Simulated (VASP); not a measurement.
# LiSn2 (Pbam) in VASP: single point with PBE

Aim: the single point of LiSn2 with PBE.

Everything below comes from runs of VASP 6.6.1. Logs are shortened: lines on timing, memory, paths and dates and some standing lists are left out, and cuts for length are marked.

## (1) The cell of the first run

Symmetry: Pbam, No. 55, orthorhombic system. The conventional cell has a = 4.772 Å, b = 9.833 Å, c = 3.140 Å, α = 90.00°, β = 90.00°, γ = 90.00°. Li (site symmetry 2/m) has 2 Li at 3.14 Å and 12 Sn at 3.22 to 3.75 Å within 4.1 Å. Within 4.0 Å of Sn (site symmetry m) lie 5 Sn at 3.03 to 3.14 Å and 6 Li at 3.22 to 3.75 Å.

## (2) Single point, PBE

Input file INCAR:

```
SYSTEM = LiSn2
PREC     = Accurate       ! precision mode
ENCUT    = 520            ! plane-wave cutoff, eV
EDIFF    = 1E-6           ! SCF threshold, eV
ISMEAR   = 0              ! smearing method
SIGMA    = 0.1            ! smearing width, eV
LREAL    = .FALSE.        ! projectors in reciprocal space
LASPH    = .TRUE.         ! aspherical terms in the spheres
NELM     = 100            ! most SCF steps
ALGO     = Fast           ! electronic algorithm
ISIF     = 2              ! what is computed and relaxed
LWAVE    = .FALSE.        ! write WAVECAR
LCHARG   = .FALSE.        ! write CHGCAR
GGA      = PE             ! functional
NBANDS   = 40             ! bands
```

Input file KPOINTS:

```
regular mesh
0
G
  4 2 6
  0 0 0
```

Input file POSCAR:

```
LiSn2
1.0
    4.7721589324      0.0000000000      0.0000000000
    0.0000000000      9.8334428015      0.0000000000
    0.0000000000      0.0000000000      3.1399623839
Li Sn
2 4
Direct
    0.0000000000      0.0000000000      0.5000000000
    0.5000000000      0.5000000000      0.5000000000
    0.9949731147      0.6540639074      0.0000000000
    0.5050268853      0.1540639074      0.0000000000
    0.4949731147      0.8459360926      0.0000000000
    0.0050268853      0.3459360926      0.0000000000
```

Potentials or basis: VASP PAW PBE potentials, release 64 (Li_sv, Sn_d).

Started as:

```console
$ cat potpaw_PBE.64/Li_sv/POTCAR potpaw_PBE.64/Sn_d/POTCAR > POTCAR
$ mpirun -np 1 vasp_std > vasp.out
```

OUTCAR:

```text
SYSTEM = LiSn2
   PREC = Accurate
   ENCUT = 520
   EDIFF = 1E-6
   ISMEAR = 0
   LREAL = .FALSE.
   LASPH = .TRUE.
   NELM = 100
   ISIF = 2
   GGA = PE

 ion  position               nearest neighbor table
   1  0.000  0.000  0.500-
   2  0.500  0.500  0.500-
   3  0.995  0.654  0.000-   6 3.03   5 3.04   5 3.04
   4  0.505  0.154  0.000-   5 3.03   6 3.04   6 3.04
   5  0.495  0.846  0.000-   4 3.03   3 3.04   3 3.04
   6  0.005  0.346  0.000-   3 3.03   4 3.04   4 3.04

  LATTYP: Found a simple orthorhombic cell.
 ALAT       =     3.1399623839
 B/A-ratio  =     1.5198140452
 C/A-ratio  =     3.1317071988

  Lattice vectors:

 A1 = (   0.0000000000,   0.0000000000,   3.1399623839)
 A2 = (   4.7721589324,   0.0000000000,   0.0000000000)
 A3 = (   0.0000000000,   9.8334428015,   0.0000000000)

Analysis of symmetry for initial positions (statically):
=====================================================================
 Subroutine PRICEL returns:
 Original cell was already a primitive cell.

 Routine SETGRP: Setting up the symmetry group for a
 simple orthorhombic supercell.

 Subroutine GETGRP returns: Found  8 space group operations
 (whereof  4 operations were pure point group operations)
 out of a pool of  8 trial point group operations.

The static configuration has the point symmetry C_2h.
 The point group associated with its full space group is D_2h.

Analysis of symmetry for dynamics (positions and initial velocities):
=====================================================================
 Subroutine PRICEL returns:
 Original cell was already a primitive cell.

 Routine SETGRP: Setting up the symmetry group for a
 simple orthorhombic supercell.

 Subroutine GETGRP returns: Found  8 space group operations
 (whereof  4 operations were pure point group operations)
 out of a pool of  8 trial point group operations.

The dynamic configuration has the point symmetry C_2h.
 The point group associated with its full space group is D_2h.

 Subroutine INISYM returns: Found  8 space group operations
 (whereof  4 operations are pure point group operations),
 and found     1 'primitive' translations

----------------------------------------------------------------------------------------

                                     Primitive cell

  volume of cell :     147.3482

  direct lattice vectors                    reciprocal lattice vectors
     4.772158932  0.000000000  0.000000000     0.209548763  0.000000000  0.000000000
     0.000000000  9.833442802  0.000000000     0.000000000  0.101693783  0.000000000
     0.000000000  0.000000000  3.139962384     0.000000000  0.000000000  0.318475153

  length of vectors
     4.772158932  9.833442802  3.139962384     0.209548763  0.101693783  0.318475153

  position of ions in fractional coordinates (direct lattice)
     0.000000000  0.000000000  0.500000000
     0.500000000  0.500000000  0.500000000
     0.994973115  0.654063907  0.000000000
     0.505026885  0.154063907  0.000000000
     0.494973115  0.845936093  0.000000000
     0.005026885  0.345936093  0.000000000

  ion indices of the primitive-cell ions
   primitive index   ion index
                 1           1
                 2           2
                 3           3
                 4           4
                 5           5
                 6           6

----------------------------------------------------------------------------------------

 KPOINTS: regular mesh

Automatic generation of k-mesh.
 Grid dimensions read from file:
 generate k-points for:    4    2    6

 Generating k-lattice:

  Cartesian coordinates                     Fractional coordinates (reciprocal lattice)
     0.052387191  0.000000000  0.000000000     0.250000000  0.000000000  0.000000000
     0.000000000  0.050846892  0.000000000     0.000000000  0.500000000  0.000000000
     0.000000000  0.000000000  0.053079192     0.000000000  0.000000000  0.166666667

  Length of vectors
     0.052387191  0.050846892  0.053079192

  Shift w.r.t. Gamma in fractional coordinates (k-lattice)
     0.000000000  0.000000000  0.000000000

 Subroutine IBZKPT returns following result:
 ===========================================

 Found     24 irreducible k-points:

 Following reciprocal coordinates:
            Coordinates               Weight
  0.000000  0.000000  0.000000      1.000000
  0.250000  0.000000  0.000000      2.000000
  0.500000  0.000000  0.000000      1.000000
  0.000000  0.500000  0.000000      1.000000
  0.250000  0.500000  0.000000      2.000000
  0.500000  0.500000  0.000000      1.000000
[... 16 lines left out ...]
  0.250000  0.500000  0.500000      2.000000
  0.500000  0.500000  0.500000      1.000000
   k-points           NKPTS =     24   k-points in BZ     NKDIM =     24   number of bands    NBANDS=     40
   number of dos      NEDOS =    301   number of ions     NIONS =      6
   total plane-waves  NPLWV =  69120
   dimension x,y,z NGX =    36 NGY =   80 NGZ =   24
   dimension x,y,z NGXF=    72 NGYF=  160 NGZF=   48
   ions per type =               2   4
   NGX,Y,Z   is equivalent  to a cutoff of  12.54, 13.52, 12.71 a.u.
   NGXF,Y,Z  is equivalent  to a cutoff of  25.08, 27.05, 25.41 a.u.
 SYSTEM =  LiSn2
   PREC   = accura    normal or accurate (medium, high low for compatibility)
   ISTART =      0    job   : 0-new  1-cont  2-samecut
   ICHARG =      2    charge: 1-file 2-atom 10-const
   ISPIN  =      1    spin polarized calculation?
   LNONCOLLINEAR =      F non collinear calculations
   LSORBIT =      F    spin-orbit coupling
   LASPH  =      T    aspherical Exc in radial PAW
   ENCUT  =  520.0 eV  38.22 Ry    6.18 a.u.   8.87 18.28  5.84*2*pi/ulx,y,z
   NELM   =    100;   NELMIN=  2; NELMDL= -5     # of ELM steps
   EDIFF  = 0.1E-05   stopping-criterion for ELM
   LREAL  =      F    real-space projection
   EDIFFG = 0.1E-04   stopping-criterion for IOM
   NSW    =      0    number of steps for IOM
   IBRION =     -1    ionic relax: 0-MD 1-quasi-New 2-CG
   NFREE  =      0    steps in history (QN), initial steepest desc. (CG)
   ISIF   =      2    stress and relaxation
   ISYM   =      2    0-nonsym 1-usesym 2-fastsym
   POTIM  = 0.5000    time-step for ionic-motion
   TEBEG  =    0.0;   TEEND  =   0.0 temperature during run
   PSTRESS=    0.0 pullay stress
   NELECT =      62.0000    total number of electrons
   NUPDOWN=      -1.0000    fix difference up-down
   EMIN   =  10.00;   EMAX   =-10.00  energy-range for DOS
   EFERMI =   0.00;   METHOD = LEGACY
   ISMEAR =     0;   SIGMA  =   0.10  broadening in eV -4-tet -1-fermi 0-gaus
   EFERMI_NEDOS =   21; number of points for ismear=-14 and -15
   IALGO  =     68    algorithm
   IMIX   =      4    mixing-type and parameters
     AMIX     =   0.40;   BMIX     =  1.00
     AMIX_MAG =   1.60;   BMIX_MAG =  1.00
  volume/ion in A,a.u.               =      24.56       165.73
  Fermi-wavevector in a.u.,A,eV,Ry     =   1.226753  2.318227 20.475715  1.504923
  Thomas-Fermi vector in A             =   2.361742
   LORBIT       =      0    0 simple, 1 ext, 2 COOP (PROOUT), +10 PAW based schemes
   GGA     = PE    functional components
   LHFCALC =     F    Hartree Fock is set to
   AEXX    =    0.0000 exact exchange contribution
   IVDW    =     0    specifies the selected vdW correction
   LEPSILON=     F    determine dielectric tensor
   LRPA    =     F    only Hartree local field effects (RPA)
 non-spin polarized calculation
 RMM-DIIS sequential band-by-band and
 Gauss-broadening in eV      SIGMA  =   0.10
  energy-cutoff  :      520.00
  volume of cell :      147.35
 maximum number of plane-waves:      4008
 NGX is ok and might be reduce to    36
   NGX = 17   NGY = 37   NGZ = 11

 number of electron      61.9999967 magnetization

 Free energy of the ion-electron system (eV)
  ---------------------------------------------------
  ext. energy  EPLUGINS =         0.00000000
  ---------------------------------------------------
  free energy    TOTEN  =       -20.34499674 eV

  energy without entropy =      -20.33315755  energy(sigma->0) =      -20.33907714

 E-fermi :   6.0820     XC(G=0):  -9.4611

 val. band max:        6.0614966450   @ k =   0.5000   0.0000   0.3333
 cond. band min:       6.2034621452   @ k =   0.0000   0.5000   0.5000
 fundamental gap:      0.1419655002
 Fermi energy:         6.0820380233

 k-point     1 :       0.0000    0.0000    0.0000
  band No.  band energies     occupation
      1     -40.9975      2.00000
      2     -40.9975      2.00000
      3     -15.3789      2.00000
      4     -15.3521      2.00000
      5     -15.3401      2.00000
      6     -15.3323      2.00000
[... 32 lines left out ...]
     39      11.5265      0.00000
     40      12.2100      0.00000

 k-point     2 :       0.2500    0.0000    0.0000
  band No.  band energies     occupation
      1     -40.9975      2.00000
      2     -40.9974      2.00000
      3     -15.3743      2.00000
      4     -15.3539      2.00000
      5     -15.3274      2.00000
      6     -15.3266      2.00000
[... 32 lines left out ...]
     39      12.8753      0.00000
     40      13.0258      0.00000

 k-point     3 :       0.5000    0.0000    0.0000
  band No.  band energies     occupation
      1     -40.9974      2.00000
      2     -40.9974      2.00000
      3     -15.3638      2.00000
      4     -15.3638      2.00000
      5     -15.3152      2.00000
      6     -15.3152      2.00000
[... 32 lines left out ...]
     39      13.4600      0.00000
     40      13.4930      0.00000

 k-point     4 :       0.0000    0.5000    0.0000
  band No.  band energies     occupation
      1     -40.9974      2.00000
      2     -40.9974      2.00000
      3     -15.3707      2.00000
      4     -15.3707      2.00000
      5     -15.3121      2.00000
      6     -15.3121      2.00000
[... 32 lines left out ...]
     39      13.2840      0.00000
     40      13.2985      0.00000
[... 772 lines left out ...]
     39      10.2530      0.00000
     40      10.2738      0.00000

 k-point    23 :       0.2500    0.5000    0.5000
  band No.  band energies     occupation
      1     -40.9931      2.00000
      2     -40.9931      2.00000
      3     -15.2867      2.00000
      4     -15.2867      2.00000
      5     -15.2610      2.00000
      6     -15.2610      2.00000
[... 32 lines left out ...]
     39      10.0568      0.00000
     40      10.0568      0.00000

 k-point    24 :       0.5000    0.5000    0.5000
  band No.  band energies     occupation
      1     -40.9931      2.00000
      2     -40.9931      2.00000
      3     -15.2665      2.00000
      4     -15.2665      2.00000
      5     -15.2534      2.00000
      6     -15.2534      2.00000
[... 32 lines left out ...]
     39      11.1228      0.00000
     40      11.1397      0.00000

------------------------ aborting loop because EDIFF is reached ----------------------------------------

  FORCE on cell =-STRESS in cart. coord.  units (eV):
  Direction    XX          YY          ZZ          XY          YZ          ZX
  --------------------------------------------------------------------------------------
  -------------------------------------------------------------------------------------
  Total       -0.1314690      0.0960016     -0.1925043     -0.0000000      0.0000000      0.0000000
  in kB       -1.4295156      1.0438648     -2.0931775     -0.0000000      0.0000000      0.0000000
  external PRESSURE =      -0.8262761 kB  Pullay stress =       0.0000000 kB

 VOLUME and BASIS-vectors are now :
 -----------------------------------------------------------------------------
  energy-cutoff  :      520.00
  volume of cell :      147.35
      direct lattice vectors                 reciprocal lattice vectors
     4.772158932  0.000000000  0.000000000     0.209548763  0.000000000  0.000000000
     0.000000000  9.833442802  0.000000000     0.000000000  0.101693783  0.000000000
     0.000000000  0.000000000  3.139962384     0.000000000  0.000000000  0.318475153

 POSITION                                       TOTAL-FORCE (eV/Angst)
 -----------------------------------------------------------------------------------
      0.00000      0.00000      1.56998        -0.000000      0.000000      0.000000
      2.38608      4.91672      1.56998        -0.000000      0.000000      0.000000
      4.74817      6.43170      0.00000         0.005352     -0.018945     -0.000000
      2.41007      1.51498      0.00000        -0.005352     -0.018945      0.000000
      2.36209      8.31846      0.00000         0.005352      0.018945     -0.000000
      0.02399      3.40174      0.00000        -0.005352      0.018945      0.000000
 -----------------------------------------------------------------------------------
    total drift:                                0.000000     -0.000000      0.000000

  FREE ENERGIE OF THE ION-ELECTRON SYSTEM (eV)
  ---------------------------------------------------
  free  energy   TOTEN  =       -20.3449967395 eV

  energy  without entropy=      -20.3331575469  energy(sigma->0) =      -20.33907714
```

Run time: 6 min. Hardware: 1 thread of Intel Xeon Platinum 8259CL at 2.50GHz (Skylake/Cascade Lake), shared host; peak memory 0.31 GiB.

Results:

```yaml
Free_energy: -20.3450 eV
Largest_force: 0.020 eV/Å
Band_gap_on_the_k_mesh: zero (bands 31 and 32 overlap by 4.57 eV)
```

Forces in eV/Å, atoms in the order of the input:
```
Li   0.000  0.000  0.000
Li   0.000  0.000  0.000
Sn   0.005 -0.019  0.000
Sn  -0.005 -0.019  0.000
Sn   0.005  0.019  0.000
Sn  -0.005  0.019  0.000
```

Levels at points of the mesh, in eV from the Fermi level:
```tsv
k point	band 27	band 28	band 29	band 30	band 31	band 32	band 33	band 34	band 35	band 36
(0.00, 0.00, 0.00)	-2.95	-2.77	-1.57	-0.88	-0.29	0.42	2.60	2.94	3.22	4.09
(0.50, 0.00, 0.00)	-4.30	-4.30	-1.24	-1.24	-0.04	-0.04	5.55	5.55	6.17	6.17
(0.00, 0.50, 0.00)	-2.36	-2.36	-1.30	-1.30	0.70	0.70	1.24	1.24	3.67	3.67
(0.50, 0.50, 0.00)	-3.72	-3.72	-2.70	-2.70	2.26	2.26	3.13	3.13	6.20	6.20
(0.00, 0.00, 0.50)	-3.37	-2.39	-1.82	-0.76	-0.30	-0.25	0.72	1.48	2.86	3.57
(0.50, 0.00, 0.50)	-3.32	-3.32	-2.10	-2.10	-1.96	-1.96	1.75	1.75	1.90	1.90
(0.00, 0.50, 0.50)	-3.91	-3.91	-1.29	-1.29	0.12	0.12	1.26	1.26	3.09	3.09
(0.50, 0.50, 0.50)	-3.32	-3.32	-1.97	-1.97	-1.24	-1.24	-0.48	-0.48	2.71	2.71
```

Caveat: the cutoff is under 1.25 times the usual one of these potentials, so pressure, stress and relaxed cells hold a basis-set (Pulay) error; spin-orbit coupling is left out, which moves the levels of the heavy elements.

The gap in the log of VASP goes by the Fermi energy; the results here count the filled bands.